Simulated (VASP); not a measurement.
# BiTe (Fm-3m) in VASP: settings compared, part 2 of 2

VASP 6.6.1. The steps go on from the part before.

### 3 Single point, PBE exchange alone, collinear spin, ferromagnetic start

Contents of INCAR:

```
SYSTEM = BiTe
  PREC = Accurate
  ENCUT = 520
  EDIFF = 1E-6
  ISMEAR = 1
  SIGMA = 0.1
  LREAL = .FALSE.
  LASPH = .TRUE.
  NELM = 150
  ALGO = Normal
  ISIF = 2
  LWAVE = .FALSE.
  LCHARG = .FALSE.
  ISPIN = 2
  MAGMOM = 0.5 0
  LORBIT = 11
  GGA = PE
  ALDAC = 0.0
  AGGAC = 0.0
  NBANDS = 22
```

Contents of KPOINTS:

```
regular mesh
0
G
  7 7 7
  0 0 0
```

Contents of POSCAR:

```
BiTe
1.0
    0.0000000000      3.2350000000      3.2350000000
    3.2350000000      0.0000000000      3.2350000000
    3.2350000000      3.2350000000      0.0000000000
Bi Te
1 1
Direct
    0.0000000000      0.0000000000      0.0000000000
    0.5000000000      0.5000000000      0.5000000000
```

Potentials or basis: VASP PAW PBE potentials, release 64 (Bi_d, Te).

On the command line:

```bash
$ cat potpaw_PBE.64/Bi_d/POTCAR potpaw_PBE.64/Te/POTCAR > POTCAR
$ mpirun -np 1 vasp_std > vasp.out
```

OUTCAR:

```text
SYSTEM = BiTe
   PREC = Accurate
   ENCUT = 520
   EDIFF = 1E-6
   ISMEAR = 1
   LREAL = .FALSE.
   LASPH = .TRUE.
   NELM = 150
   ISIF = 2
   ISPIN = 2
   LORBIT = 11
   GGA = PE

 ion  position               nearest neighbor table
   1  0.000  0.000  0.000-   2 3.23   2 3.23   2 3.23   2 3.23   2 3.23   2 3.23
   2  0.500  0.500  0.500-   1 3.23   1 3.23   1 3.23   1 3.23   1 3.23   1 3.23

  LATTYP: Found a face centered cubic cell.
 ALAT       =     6.4700000000

  Lattice vectors:

 A1 = (   0.0000000000,   3.2350000000,   3.2350000000)
 A2 = (   3.2350000000,   0.0000000000,   3.2350000000)
 A3 = (   3.2350000000,   3.2350000000,   0.0000000000)

Analysis of symmetry for initial positions (statically):
=====================================================================
 Subroutine PRICEL returns:
 Original cell was already a primitive cell.

 Routine SETGRP: Setting up the symmetry group for a
 face centered cubic supercell.

 Subroutine GETGRP returns: Found 48 space group operations
 (whereof 48 operations were pure point group operations)
 out of a pool of 48 trial point group operations.

The static configuration has the point symmetry O_h .

Analysis of symmetry for dynamics (positions and initial velocities):
=====================================================================
 Subroutine PRICEL returns:
 Original cell was already a primitive cell.

 Routine SETGRP: Setting up the symmetry group for a
 face centered cubic supercell.

 Subroutine GETGRP returns: Found 48 space group operations
 (whereof 48 operations were pure point group operations)
 out of a pool of 48 trial point group operations.

The dynamic configuration has the point symmetry O_h .

Analysis of structural, dynamic, and magnetic symmetry:
=====================================================================
 Subroutine PRICEL returns:
 Original cell was already a primitive cell.

 Routine SETGRP: Setting up the symmetry group for a
 face centered cubic supercell.

 Subroutine GETGRP returns: Found 48 space group operations
[... 143 lines left out ...]
  free energy    TOTEN  =        -4.50664782 eV

  energy without entropy =       -4.50463489  energy(sigma->0) =       -4.50597684

 E-fermi :   8.2005     XC(G=0):  -7.7861

 val. band max:        8.1973026678   @ k =   0.2857   0.1429   0.0000
 cond. band min:       8.2025981038   @ k =  -0.2857   0.4286   0.1429
 fundamental gap:      0.0052954360
 Fermi energy:         8.2004539172

 spin component 1

 k-point     1 :       0.0000    0.0000    0.0000
  band No.  band energies     occupation
      1     -14.7876      1.00000
      2     -14.7876      1.00000
      3     -14.7831      1.00000
      4     -14.7831      1.00000
      5     -14.7831      1.00000
      6      -5.4114      1.00000
[... 489 lines left out ...]
     21      21.6720      0.00000
     22      21.8209      0.00000
 Fermi energy:         8.2004539172

 spin component 2

 k-point     1 :       0.0000    0.0000    0.0000
  band No.  band energies     occupation
      1     -14.7629      1.00000
      2     -14.7629      1.00000
      3     -14.7573      1.00000
      4     -14.7573      1.00000
      5     -14.7573      1.00000
      6      -5.3316      1.00000
[... 489 lines left out ...]
     21      21.7607      0.00000
     22      21.9512      0.00000

------------------------ aborting loop because EDIFF is reached ----------------------------------------

  FORCE on cell =-STRESS in cart. coord.  units (eV):
  Direction    XX          YY          ZZ          XY          YZ          ZX
  --------------------------------------------------------------------------------------
  -------------------------------------------------------------------------------------
  Total        4.0141917      4.0141917      4.0141917      0.0000000      0.0000000      0.0000000
  in kB       94.9851777     94.9851777     94.9851777      0.0000000      0.0000000      0.0000000
  external PRESSURE =      94.9851777 kB  Pullay stress =       0.0000000 kB

 VOLUME and BASIS-vectors are now :
 -----------------------------------------------------------------------------
  energy-cutoff  :      520.00
  volume of cell :       67.71
      direct lattice vectors                 reciprocal lattice vectors
     0.000000000  3.235000000  3.235000000    -0.154559505  0.154559505  0.154559505
     3.235000000  0.000000000  3.235000000     0.154559505 -0.154559505  0.154559505
     3.235000000  3.235000000  0.000000000     0.154559505  0.154559505 -0.154559505

 POSITION                                       TOTAL-FORCE (eV/Angst)
 -----------------------------------------------------------------------------------
      0.00000      0.00000      0.00000        -0.000000      0.000000     -0.000000
      3.23500      3.23500      3.23500         0.000000     -0.000000      0.000000
 -----------------------------------------------------------------------------------
    total drift:                               -0.000000      0.000000      0.000000

  FREE ENERGIE OF THE ION-ELECTRON SYSTEM (eV)
  ---------------------------------------------------
  free  energy   TOTEN  =        -4.5066478165 eV

  energy  without entropy=       -4.5046348945  energy(sigma->0) =       -4.50597684

 total charge

# of ion       s       p       d       tot
------------------------------------------
    1        1.570   1.231   9.925  12.726
    2        1.420   1.899   0.036   3.355
--------------------------------------------------
tot          2.990   3.130   9.961  16.082

 magnetization (x)

# of ion       s       p       d       tot
------------------------------------------
    1        0.002   0.085   0.001   0.088
    2        0.007   0.008   0.003   0.018
--------------------------------------------------
tot          0.009   0.093   0.004   0.106
```

Run time: 3.1 min. Hardware: 1 thread of AMD EPYC 7R13, shared host; peak memory 0.23 GiB.

Results:

- Free energy: -4.5066 eV
- Pressure: 9.5 GPa
- Net moment: 0.20 μB per cell
- Site moments: Bi +0.09; Te +0.02 μB
- Valence electrons inside the program's atomic spheres: Bi 12.73; Te 3.35

Caveat: spin-orbit coupling is left out, which moves the levels of the heavy elements.

### 4 Single point, PBEsol, non-collinear spin, zero start, spin-orbit coupling

Contents of INCAR:

```
PREC = Accurate
ENCUT = 520
EDIFF = 1E-6
ISMEAR = 1
SIGMA = 0.1
LREAL = F
LASPH = T
NELM = 150
ALGO = Normal
ISIF = 2
LWAVE = F
LCHARG = F
LNONCOLLINEAR = T
MAGMOM = 0 0 0 0 0 0
LORBIT = 11
LSORBIT = T
GGA_COMPAT = F
LORBMOM = T
GGA = PS
NBANDS = 33
```

Contents of KPOINTS:

```
regular mesh
0
Gamma
  7 7 7
```

POSCAR is that of step 3.

On the command line:

```bash
$ cat potpaw_PBE.64/Bi_d/POTCAR potpaw_PBE.64/Te/POTCAR > POTCAR
$ mpirun -np 1 vasp_ncl > vasp.out
```

It took 4.9 min on 1 thread of AMD EPYC 7R13, shared host; peak memory 0.38 GiB.

Results (log left out):

| Property | Result |
| --- | --- |
| Free energy | -8.9489 eV |
| Pressure | -0.4 GPa |
| Net moment | 0.00 μB per cell |
| Valence electrons inside the program's atomic spheres | Bi 12.70; Te 3.33 |

Moments on the atoms (μB; x, y, z):
```
Bi  0.00 0.00 0.00
Te  0.00 0.00 0.00
```

Caveat: the PAW data sets were made with another functional, which shifts forces and pressure a little.

### 5 Single point, BLYP+D3(BJ)

This run uses another cell than the first one, of 33.29 Å³/atom, 0.983 times its volume.

Contents of INCAR:

```
SYSTEM = BiTe
AGGAC = 1.0
AGGAX = 1.0
ALDAC = 0.0
ALDAX = 1.0
ALGO = Normal
EDIFF = 1E-6
ENCUT = 520
GGA = B5
ISIF = 2
ISMEAR = -1
IVDW = 12
LASPH = .TRUE.
LCHARG = .FALSE.
LREAL = .FALSE.
LWAVE = .FALSE.
NBANDS = 18
NELM = 80
PREC = Accurate
SIGMA = 0.05
VDW_A1 = 0.4298
VDW_A2 = 4.2359
VDW_S6 = 1.0
VDW_S8 = 2.6996
```

Contents of KPOINTS:

```
k-points
0
G
  7 7 7
  0 0 0
```

Contents of POSCAR:

```
BiTe
1.0
    0.0000000000      3.2170527685      3.2170527685
    3.2170527685      0.0000000000      3.2170527685
    3.2170527685      3.2170527685      0.0000000000
Bi Te
1 1
Direct
    0.0000000000      0.0000000000      0.0000000000
    0.5000000000      0.5000000000      0.5000000000
```

Potentials or basis: VASP PAW PBE potentials, release 64 (Bi_d, Te).

On the command line:

```bash
$ cat potpaw_PBE.64/Bi_d/POTCAR potpaw_PBE.64/Te/POTCAR > POTCAR
$ mpirun -np 1 vasp_std > vasp.out
```

OUTCAR:

```text
SYSTEM = BiTe
   EDIFF = 1E-6
   ENCUT = 520
   GGA = B5
   ISIF = 2
   ISMEAR = -1
   IVDW = 12
   LASPH = .TRUE.
   LREAL = .FALSE.
   NELM = 80
   PREC = Accurate
 IVDW          = 12

 ion  position               nearest neighbor table
   1  0.000  0.000  0.000-   2 3.22   2 3.22   2 3.22   2 3.22   2 3.22   2 3.22
   2  0.500  0.500  0.500-   1 3.22   1 3.22   1 3.22   1 3.22   1 3.22   1 3.22

  LATTYP: Found a face centered cubic cell.
 ALAT       =     6.4341055370

  Lattice vectors:

 A1 = (   0.0000000000,   3.2170527685,   3.2170527685)
 A2 = (   3.2170527685,   0.0000000000,   3.2170527685)
 A3 = (   3.2170527685,   3.2170527685,   0.0000000000)

Analysis of symmetry for initial positions (statically):
=====================================================================
 Subroutine PRICEL returns:
 Original cell was already a primitive cell.

 Routine SETGRP: Setting up the symmetry group for a
 face centered cubic supercell.

 Subroutine GETGRP returns: Found 48 space group operations
 (whereof 48 operations were pure point group operations)
[... 155 lines left out ...]
  free energy    TOTEN  =        -5.77296526 eV

  energy without entropy =       -5.75292428  energy(sigma->0) =       -5.76294477

 E-fermi :   7.3673     XC(G=0):  -8.8715

 val. band max:        7.3395571050   @ k =  -0.4286   0.1429   0.0000
 cond. band min:       7.3930245669   @ k =  -0.4286   0.1429   0.0000
 fundamental gap:      0.0534674619
 Fermi energy:         7.3673271457

 k-point     1 :       0.0000    0.0000    0.0000
  band No.  band energies     occupation
      1     -15.7662      2.00000
      2     -15.7662      2.00000
      3     -15.7575      2.00000
      4     -15.7575      2.00000
      5     -15.7575      2.00000
      6      -6.3262      2.00000
[... 397 lines left out ...]
      5     -15.7468      2.00000
      6      -4.0250      2.00000
[... 10 lines left out ...]
     17      16.9675      0.00000
     18      17.7816      0.00000

------------------------ aborting loop because EDIFF is reached ----------------------------------------

 Edisp (eV)   -2.18388

 E8    (eV) :    -1.6738

  FORCE on cell =-STRESS in cart. coord.  units (eV):
  Direction    XX          YY          ZZ          XY          YZ          ZX
  --------------------------------------------------------------------------------------
  -------------------------------------------------------------------------------------
  Total       0.05899     0.05899     0.05899     0.00000     0.00000     0.00000
  in kB       1.41940     1.41940     1.41940     0.00000     0.00000     0.00000
  external pressure =        1.42 kB  Pullay stress =        0.00 kB

 VOLUME and BASIS-vectors are now :
 -----------------------------------------------------------------------------
  energy-cutoff  :      520.00
  volume of cell :       66.59
      direct lattice vectors                 reciprocal lattice vectors
     0.000000000  3.217052768  3.217052768    -0.155421759  0.155421759  0.155421759
     3.217052768  0.000000000  3.217052768     0.155421759 -0.155421759  0.155421759
     3.217052768  3.217052768  0.000000000     0.155421759  0.155421759 -0.155421759

 POSITION                                       TOTAL-FORCE (eV/Angst)
 -----------------------------------------------------------------------------------
      0.00000      0.00000      0.00000         0.000000      0.000000      0.000000
      3.21705      3.21705      3.21705         0.000000      0.000000     -0.000000
 -----------------------------------------------------------------------------------
    total drift:                               -0.000000      0.000000      0.000000

  FREE ENERGIE OF THE ION-ELECTRON SYSTEM (eV)
  ---------------------------------------------------
  free  energy   TOTEN  =        -7.9568479523 eV

  energy  without entropy=       -7.9368069677  energy(sigma->0) =       -7.94682746
```

stdout:

```text
POSCAR found type information on POSCAR BiTe
 POSCAR found :  2 types and       2 ions
 scaLAPACK will be used
 -----------------------------------------------------------------------------
|                                                                             |
|                                                                             |
|     You enforced a specific xc type in the INCAR file but a different       |
|     I HOPE YOU KNOW WHAT YOU ARE DOING!                                     |
|                                                                             |
 -----------------------------------------------------------------------------

 LDA part: xc-table for (Slater(with rela. corr.)+VWN5), standard interpolation
 POSCAR, INCAR and KPOINTS ok, starting setup
 FFT: planning ... GRIDC
 FFT: planning ... GRID_SOFT
 FFT: planning ... GRID
 WAVECAR not read
 entering main loop
```

Run time: 25 s. Hardware: 1 thread of Intel Xeon 6975P-C (Granite Rapids), shared host; peak memory 0.21 GiB.

What came out:

* Free energy: -7.9568 eV
* Pressure: 0.1 GPa
* Dispersion energy per atom: -1.092 eV

Levels at points of the mesh, in eV from the Fermi level:
```csv
k point,band 6,band 7,band 8,band 9,band 10,band 11,band 12,band 13,band 14,band 15
"(0.00, 0.00, 0.00)",-13.69,-8.20,-2.65,-2.65,-2.65,2.09,2.09,2.09,4.83,4.83
```

Caveat: the PAW data sets were made with another functional, which shifts forces and pressure a little; spin-orbit coupling is left out, which moves the levels of the heavy elements; pairwise dispersion overbinds metals, which lowers pressure and volume.

### 6 The runs side by side

| level | spin | cell | smearing | gap on the mesh (eV) | pressure (GPa) | moment (μB) |
| --- | --- | --- | --- | --- | --- | --- |
| r2SCAN+rVV10 | off | a = 4.575 Å, angles 60.0°, 2 atoms | fermi-dirac 0.01 eV | none | -0.7 | - |
| PBE exchange alone | collinear, ferromagnetic start | a = 4.575 Å, angles 60.0°, 2 atoms | methfessel-paxton 0.1 eV | none | 9.5 | 0.20 |
| PBEsol | non-collinear, zero start, SOC | a = 4.575 Å, angles 60.0°, 2 atoms | methfessel-paxton 0.1 eV | - | -0.4 | 0.00 |
| BLYP+D3(BJ) | off | a = 4.550 Å, angles 60.0°, 2 atoms | fermi-dirac 0.05 eV | none | 0.1 | - |

Alike in all rows: task single point; potentials or basis VASP PAW PBE potentials, release 64 (Bi_d, Te); k mesh 7 × 7 × 7; cutoff (eV) 520.

The pressure there spans -0.7 GPa (r2SCAN+rVV10) to 9.5 GPa (PBE exchange alone); a positive pressure means that this level wants a larger cell, a negative one a smaller.

Caveats: the PAW data sets were made with another functional, which shifts forces and pressure a little (some runs); spin-orbit coupling is left out, which moves the levels of the heavy elements (some runs); pairwise dispersion overbinds metals, which lowers pressure and volume (some runs).

Total energies depend on the potentials used, so only differences within one code and one set of settings carry meaning.
